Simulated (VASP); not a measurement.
Input of a VASP 6.6.1 run:

File INCAR:

```
SYSTEM = Ir
PREC = Accurate
ENCUT = 520
EDIFF = 1E-6
ISMEAR = 1
SIGMA = 0.05
LREAL = .False.
LASPH = .True.
NELM = 100
ALGO = Normal
ISIF = 2
LWAVE = .False.
LCHARG = .True.
GGA = PE
LELF = .True.
LVHAR = .True.
NBANDS = 16
```

KPOINTS

```
regular mesh
0
Gamma
  9 9 5
  0 0 0
```

The input POSCAR:

```
Ir
1.0
    2.7513778946      0.0000000000      0.0000000000
   -1.3756889473      2.3827631521      0.0000000000
    0.0000000000      0.0000000000      4.4622900000
Ir
2
Direct
    0.3333333333      0.6666666667      0.2500000000
    0.6666666667      0.3333333333      0.7500000000
```

Potentials or basis: VASP PAW PBE potentials, release 64 (Ir).

Launch:

```console
$ cat potpaw_PBE.64/Ir/POTCAR > POTCAR
$ mpirun -np 1 vasp_std > vasp.out
```

**Question.** What does it give for the pressure?

**Answer.** -1.1 GPa.

**Question.** What does it give for the band gap on the k mesh?

**Answer.** Zero (band 9 reaches 10.82 eV, above the bottom of band 10 at 7.89 eV).

Stress tensor (GPa, compression positive):
```
-0.83  0.00  0.00
 0.00 -0.83  0.00
 0.00  0.00 -1.76
```

Caveat: spin-orbit coupling is left out, which moves the levels of the heavy elements.
